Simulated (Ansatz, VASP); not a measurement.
# Si13O24: VASP beside Ansatz

```xyz
37
Lattice="-2.4550 4.2522 5.4000 4.9100 0.0000 5.4000 4.9100 8.5044 0.0000" Properties=species:S:1:pos:R:3 pbc="T T T"
Si    7.2489    8.4489    3.4976
Si    3.9552    1.9079    7.4003
Si    1.3256    2.4243    0.0746
Si    4.6654    4.3275    3.7181
Si    6.3209    6.3345    7.1259
Si    3.7703    6.4189   -0.1314
Si   -0.5512    4.5041    3.3479
Si    1.3149    6.3726    7.2423
Si    3.7686    6.6092    5.5804
Si    2.5187    8.5749    3.7201
Si    3.7528   10.3557    7.1486
Si    1.5477    1.8472    5.6531
Si    1.4804    4.1092    5.2820
O     6.3479    9.5645    4.2196
O     0.5453    1.8618    1.3846
O     0.7642    4.9004    7.7006
O     0.0734    3.5537    4.5077
O     0.3959    6.9424    6.0028
O     3.5183    3.4482    7.8164
O     3.8042    5.5737    4.3137
O     2.7408    5.8177    0.9712
O     3.1534    9.0533    7.9047
O     3.0102    7.9416    5.1171
O     2.7579   10.8648    5.9708
O     6.7731    7.4759    8.1571
O     3.6029    5.6901    9.5767
O     2.9122    6.1600    6.9044
O     0.6923    5.0957    2.4796
O     5.5571    3.8154    4.9822
O     5.2893    6.9379    6.0261
O     3.6686    3.1664    3.1192
O     6.2390    9.6210    9.4325
O     5.1843    9.8980    6.5762
O     3.8502    9.3474    3.2093
O     8.2658    7.8226    4.5924
O     2.9290    1.3032    6.3211
O     6.3184    7.3157    2.8242
```

Alike in both runs: functional PBE; k mesh 2 × 2 × 1; occupations fermi-dirac, width 0.05 eV; no spin polarisation.

Ansatz relaxed the structure, and its values are those at the end. VASP's run is a single point on that final structure, the one shown.

```csv
,VASP,Ansatz
version,VASP 6.6.1,Ansatz 0.2.0
potentials or method,"VASP PAW PBE potentials, release 64 (Si, O), cutoff 520 eV","scalar-relativistic, plane waves, PAW"
valence electrons in the cell,196,196
```

Ansatz gave:

* gap on the k mesh at the Fermi level (eV): 1.93
* rms of the force components (eV/Å): 0.006

Estimate VASP's values.

gap on the k mesh at the Fermi level (eV): 1.94; rms of the force components (eV/Å): 0.014.

The k mesh is coarse, so the values compare programs but aren't converged.
